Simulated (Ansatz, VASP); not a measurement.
**Two plane-wave programs on H**

File INCAR:

```
SYSTEM = H
ALGO = Normal
EDIFF = 1E-6
ENCUT = 500
GGA = PE
GGA_COMPAT = .FALSE.
ISIF = 2
ISMEAR = -5
LASPH = .TRUE.
LCHARG = .TRUE.
LELF = .TRUE.
LREAL = .FALSE.
LVHAR = .TRUE.
LWAVE = .FALSE.
NBANDS = 6
NELM = 120
PREC = Accurate
SIGMA = 0.1
```

KPOINTS

```
k-points
0
G
  8 8 22
  0 0 0
```

File POSCAR:

```
H
1.0
    2.6496387389      0.0000000000      0.0000000000
    0.0000000000      2.6496387389      0.0000000000
    0.0000000000      0.0000000000      0.9804929200
H
1
Direct
    0.0000000000      0.0000000000      0.5000000000
```

Input for Ansatz:

```yaml
crystal:
  lattice:
    - [2.6496387389, 0.0, 0.0]
    - [0.0, 2.6496387389, 0.0]
    - [0.0, 0.0, 0.98049292]
  atoms:
    - { symbol: H, position: [0.0, 0.0, 0.5] }
basis:
  ecutwfc: 420
kpoints:
  mp_grid: { grid: [8, 8, 22] }
hamiltonian:
  xc: pbe
scf:
  occupations: { method: tetrahedron }
output:
  forces: true
  stress: true
  eigenvalues: true
```

Alike in both runs: task single point; functional PBE; k mesh 8 × 8 × 22; occupations tetrahedron; no spin polarisation.

|  | VASP | Ansatz |
| --- | --- | --- |
| version | VASP 6.6.1 | Ansatz 0.2.0 |
| potentials or method | VASP PAW PBE potentials, release 64 (H), cutoff 500 eV | scalar-relativistic, plane waves, PAW |
| valence electrons in the cell | 1 | 1 |

```tsv
	VASP	Ansatz	Ansatz less VASP
gap on the k mesh at the Fermi level (eV)	none	none	-
pressure (GPa)	1.4	1.7	+0.36
traceless stress, the component that is largest in VASP (GPa)	0.50	0.45	-0.043
```

A gap of «none» marks a metal or a gap that the smearing closes. With one functional, cell and mesh, what is left measures potentials, basis and numerics. Ansatz's warnings: band table not solved further, tetrahedron derivatives may miss energy slope.
